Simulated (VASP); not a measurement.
Wanted: the native input for a VASP 6.6.1 run.

```yaml
Task: single point
Functional: LDA
Potentials_or_basis: VASP PAW LDA potentials, release 64 (Ba_sv, Ti_sv, O)
Cutoff: 600 eV
k_mesh: 7 × 7 × 4
Occupations: fermi-dirac, width 0.05 eV
Spin: no spin polarisation
Hubbard_terms: Ti d U = 3.0 eV
Dipole_correction: no
Further_INCAR_settings: ALGO = Normal; EDIFF = 1e-06; NBANDS = 51
```

The structure of BaTiO3 lies in POSCAR:

```
BaTiO3
1.0
   -3.9409137080     -0.0001490532      0.0000163952
   -0.0000804335     -0.0000700563     -3.9417549733
   -0.0002627708     -7.8852111811      0.0001508934
Ba Ti O
2 2 6
Direct
    0.0000036413      1.0001848344      0.4994398128
    0.0000037710      1.0001772845     -0.0005607526
    0.4999646849      0.5004939119      0.2484642454
    0.5000491218      0.5005108908      0.7484628588
    0.5000198697     -0.0003293604      0.2505403919
    0.4999797942     -0.0003397870      0.7505342125
    0.4999955324      0.4998232400      0.5010217116
    0.4999952805      0.4998294058      0.0010216648
    1.0000227883      0.4998270822      0.2505372002
   -0.0000344742      0.4998224976      0.7505386446
```

These files were run (other wordings do the same):

INCAR

```
PREC = Accurate ; ENCUT = 600
EDIFF = 1E-6 ; ISMEAR = -1
SIGMA = 0.05 ; LREAL = False
LASPH = True ; NELM = 200
ALGO = Normal ; ISIF = 2
LWAVE = False ; LCHARG = False
LMAXMIX = 4 ; LDAU = True
LDAUTYPE = 2 ; LDAUL = -1 2 -1
LDAUU = 0 3 0 ; LDAUJ = 0 0 0
LDAUPRINT = 1 ; NBANDS = 51
GGA_COMPAT = False ; KPAR = 4
```

KPOINTS

```
Automatic mesh
0
Gamma
  7 7 4
```

Potentials or basis: VASP PAW LDA potentials, release 64 (Ba_sv, Ti_sv, O).

Launch:

```console
$ cat potpaw_LDA.64/Ba_sv/POTCAR potpaw_LDA.64/Ti_sv/POTCAR potpaw_LDA.64/O/POTCAR > POTCAR
$ mpirun -np 4 vasp_std > vasp.out
```

It gave:

```yaml
Pressure: 4.0 GPa
Largest_force: 0.063 eV/Å
Band_gap_on_the_k_mesh: 2.13 eV
```

Caveat: the cell stands under pressure; spin-orbit coupling is left out, which moves the levels of the heavy elements.

Wall time 2.5 min on 4 MPI ranks on AMD EPYC 7R13 Processor (Zen 3), on a shared host, peak memory 0.63 GiB a rank.
